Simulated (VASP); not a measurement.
Wanted: the native input for a VASP 6.6.1 run.

```yaml
Task: single point
Functional: PBE
Potentials_or_basis: VASP PAW PBE potentials, release 64 (Al, N)
Cutoff: 520 eV
k_mesh: 9 × 9 × 6
Occupations: gaussian, width 0.05 eV
Spin: no spin polarisation
Dipole_correction: no
Further_INCAR_settings: ALGO = Normal; EDIFF = 1e-07; NBANDS = 16
```

The structure of AlN lies in POSCAR:

```
AlN
1.0
    2.9554520440      0.0000000000      0.0000000000
   -1.4777260220      2.5594965498      0.0000000000
    0.0000000000      0.0000000000      5.1024500000
Al N
2 2
Direct
    0.3333333333      0.6666666667      0.0000000000
    0.6666666667      0.3333333333      0.5000000000
    0.3333333333      0.6666666667      0.3850000000
    0.6666666667      0.3333333333      0.8850000000
```

This cell differs from its parent crystal: strain -0.050 along x and y, +0.025 along z.

The input as run:

INCAR

```
SYSTEM = AlN
  PREC = Accurate
  ENCUT = 520
  EDIFF = 1E-7
  ISMEAR = 0
  SIGMA = 0.05
  LREAL = .FALSE.
  LASPH = .TRUE.
  NELM = 100
  ALGO = Normal
  ISIF = 2
  LWAVE = .FALSE.
  LCHARG = .FALSE.
  GGA = PE
  NBANDS = 16
```

KPOINTS

```
regular mesh
0
G
  9 9 6
  0 0 0
```

Potentials or basis: VASP PAW PBE potentials, release 64 (Al, N).

Launch:

```bash
$ cat potpaw_PBE.64/Al/POTCAR potpaw_PBE.64/N/POTCAR > POTCAR
$ mpirun -np 1 vasp_std > vasp.out
```

Results of the run:

```json
{
  "Pressure": "26.0 GPa",
  "Largest force": "1.162 eV/Å",
  "Band gap on the k mesh": "4.84 eV, direct"
}
```

Caveat: the cell differs from its parent crystal (strain -0.050 along x and y, +0.025 along z); forces of over 1 eV/Å act on the atoms, so gaps and moduli don't describe the material at rest.

It took 17 s on 1 thread of AMD EPYC 9R45 96-Core Processor (Zen 5) (shared host), peak memory 0.13 GiB.
